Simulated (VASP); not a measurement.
A run of VASP 6.6.1:

Contents of INCAR:

```
SYSTEM = Ti
  PREC = Accurate
  ENCUT = 520
  EDIFF = 1E-6
  ISMEAR = -1
  SIGMA = 0.05
  LREAL = .False.
  LASPH = .True.
  NELM = 100
  ALGO = Normal
  ISIF = 2
  LWAVE = .False.
  LCHARG = .False.
  GGA = CA
  NBANDS = 19
```

File KPOINTS:

```
Automatic mesh
0
Gamma
  10 10 6
  0 0 0
```

The input POSCAR:

```
Ti
1.0
    2.9101302477      0.0000000000      0.0000000000
   -1.4550651239      2.5202467229      0.0000000000
    0.0000000000      0.0000000000      4.6167490031
Ti
2
Direct
    0.6666666667      0.3333333333      0.7500000000
    0.3333333333      0.6666666667      0.2500000000
```

Potentials or basis: VASP PAW LDA potentials, release 64 (Ti_sv).

The run is started by

```bash
$ cat potpaw_LDA.64/Ti_sv/POTCAR > POTCAR
$ mpirun -np 1 vasp_std > vasp.out
```

Hardware: 1 thread of Intel(R) Xeon(R) 6975P-C (Granite Rapids), on a shared host.

Task: How long does it take, and how much memory?

Result: Wall time 12 s on 1 thread of Intel(R) Xeon(R) 6975P-C (Granite Rapids), with other jobs on the host, peak memory 0.15 GiB. Counts: scf iterations 13, k points 56.
